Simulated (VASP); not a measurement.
A run of VASP 6.6.1:

Contents of INCAR:

```
PREC = Accurate
ENCUT = 600
EDIFF = 1E-7
ISMEAR = 0
SIGMA = 0.1
LREAL = F
LASPH = T
NELM = 60
ALGO = Normal
ISIF = 4
LWAVE = F
LCHARG = F
GGA = CA
IBRION = 2
NSW = 50
EDIFFG = -0.01
```

Contents of KPOINTS:

```
Automatic mesh
0
Gamma
  21 21 12
```

Contents of POSCAR:

```
Be
1.0
    2.2037605033      0.0000000000      0.0000000000
   -1.1018802517      1.9085125798      0.0000000000
    0.0000000000      0.0000000000      3.4808122151
Be
2
Direct
    0.3333333333      0.6666666667      0.2500000000
    0.6666666667      0.3333333333      0.7500000000
```

Potentials or basis: VASP PAW LDA potentials, release 64 (Be).

Command:

```console
$ cat potpaw_LDA.64/Be/POTCAR > POTCAR
$ mpirun -np 1 vasp_std > vasp.out
```

Hardware: 1 thread of Intel(R) Xeon(R) 6975P-C (Granite Rapids) (shared host).

Question: Estimate the wall time of this run.

Answer: Run time: 12 s on 1 thread of Intel(R) Xeon(R) 6975P-C (Granite Rapids), with other jobs on the host, peak memory 0.14 GiB. Counts: scf iterations 14, k points 336, ion steps 2.
